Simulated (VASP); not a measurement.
Wanted: the native input for a VASP 6.6.1 run.

```
Task                   : single point
Functional             : PBE
Potentials or basis    : VASP PAW PBE potentials, release 64 (Sr_sv, Nb_sv, O)
Cutoff                 : 520 eV
k mesh                 : 6 × 6 × 2
Occupations            : gaussian, width 0.1 eV
Spin                   : collinear spin
Starting moments       : [-0.01, -0.01, 0.88, 0.05, 0.05] μB
Dipole correction      : no
Further INCAR settings : ALGO = Normal; EDIFF = 1e-07; NBANDS = 34
```

The structure of Sr2NbO2 lies in POSCAR:

```
Sr2NbO2
1.0
    3.6222491729      0.0000000000      0.0000000000
   -1.8111245864      3.1369598026      0.0000000000
    0.0000000000      0.0000000000      8.7484214646
Sr Nb O
2 1 2
Direct
    0.6666666667      0.3333333333      0.2155121088
    0.3333333333      0.6666666667      0.7844878912
    0.0000000000      0.0000000000      0.5000000000
    0.6666666667      0.3333333333      0.6112035194
    0.3333333333      0.6666666667      0.3887964806
```

The cell was built from a structure type or drawn by symmetry, and may not be a known phase.

One way to write it, as run:

INCAR

```
PREC     = Accurate       # precision mode
ENCUT    = 520            # plane-wave cutoff, eV
EDIFF    = 1E-7           # SCF threshold, eV
ISMEAR   = 0              # smearing method
SIGMA    = 0.1            # smearing width, eV
LREAL    = False          # projectors in reciprocal space
LASPH    = True           # aspherical terms in the spheres
NELM     = 150            # most SCF steps
ALGO     = Normal         # electronic algorithm
ISIF     = 2              # what is computed and relaxed
LWAVE    = False          # write WAVECAR
LCHARG   = False          # write CHGCAR
ISPIN    = 2              # spin polarisation
MAGMOM   = -0.01 -0.01 0.88 0.05 0.05 # initial moments
LORBIT   = 11             # projections on sites
LMAXMIX  = 4              # l up to which the mixer works
GGA      = PE             # functional
NBANDS   = 34             # bands
```

KPOINTS

```
regular mesh
0
Gamma
  6 6 2
```

Potentials or basis: VASP PAW PBE potentials, release 64 (Sr_sv, Nb_sv, O).

The run is started by

```console
$ cat potpaw_PBE.64/Sr_sv/POTCAR potpaw_PBE.64/Nb_sv/POTCAR potpaw_PBE.64/O/POTCAR > POTCAR
$ mpirun -np 1 vasp_std > vasp.out
```

Results of the run:

```
Pressure                                              : 0.1 GPa
Largest force                                         : 0.089 eV/Å
Net moment                                            : 1.25 μB per cell
Site moments                                          : Sr -0.01; Nb +1.08; O +0.03 μB
Valence electrons inside the program's atomic spheres : Sr 8.09; Nb 10.54; O 4.98
```

Run time: 100 s on 1 thread of AMD EPYC 9R45 96-Core Processor (Zen 5), on a shared host, peak memory 0.27 GiB.
